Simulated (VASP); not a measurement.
Crystal: Ti2O.

```
Ti O
1.0
     2.91940    0.00000    0.00000
    -1.45970    2.52827    0.00000
     0.00000    0.00000    4.71300
Ti O
2 1
Direct
  0.66667 0.33333 0.27874
  0.33333 0.66667 0.72126
  0.00000 0.00000 0.00000
```

| Property | Result |
| --- | --- |
| Program | VASP 6.6.1 |
| Task | relaxation of cell and atoms |
| Functional | PBEsol |
| Potentials or basis | VASP PAW PBE potentials, release 64 (Ti_sv, O) |
| Cutoff | 600 eV |
| k mesh | 6 × 6 × 4 |
| Occupations | gaussian, width 0.1 eV |
| Spin | no spin polarisation |

At the start: pressure 4.7 GPa; volume 11.60 Å³/atom.

Problem. Where does the relaxation end?

Solution. Over 6 steps the energy falls by 32.3 meV/atom and the volume is 11.91 Å³/atom (+2.7 %); space group P-3m1 (No. 164, to 0.05 Å).

The path:
| step | energy change (eV) | largest force (eV/Å) | pressure (GPa) | volume (Å³) |
| --- | --- | --- | --- | --- |
| 1 | 0.0000 | 1.2114 | 4.66 | 34.79 |
| 2 | -0.0725 | 0.1869 | -4.54 | 36.51 |
| 3 | -0.0764 | 0.3494 | -2.98 | 36.17 |
| 4 | -0.0925 | 0.0972 | 1.83 | 35.40 |
| 5 | -0.0934 | 0.0114 | 0.93 | 35.53 |
| 6 | -0.0970 | 0.0166 | 0.03 | 35.72 |

Final structure:
```yaml
crystal:
  lattice:
    - [2.95432, 0.00000, 0.00000]
    - [-1.47716, 2.55851, 0.00000]
    - [0.00000, 0.00000, 4.72545]
  atoms:
    - { symbol: Ti, position: [0.66667, 0.33333, 0.26294] }
    - { symbol: Ti, position: [0.33333, 0.66667, 0.73706] }
    - { symbol: O, position: [0.00000, 0.00000, 0.00000] }
```

Caveat: the k points lie up to 0.41 Å⁻¹ apart in the final cell; the PAW data sets were made with another functional, which shifts forces and pressure a little; the relaxation stopped at a loose force limit of 0.05 eV/Å, so its end isn't a converged minimum.
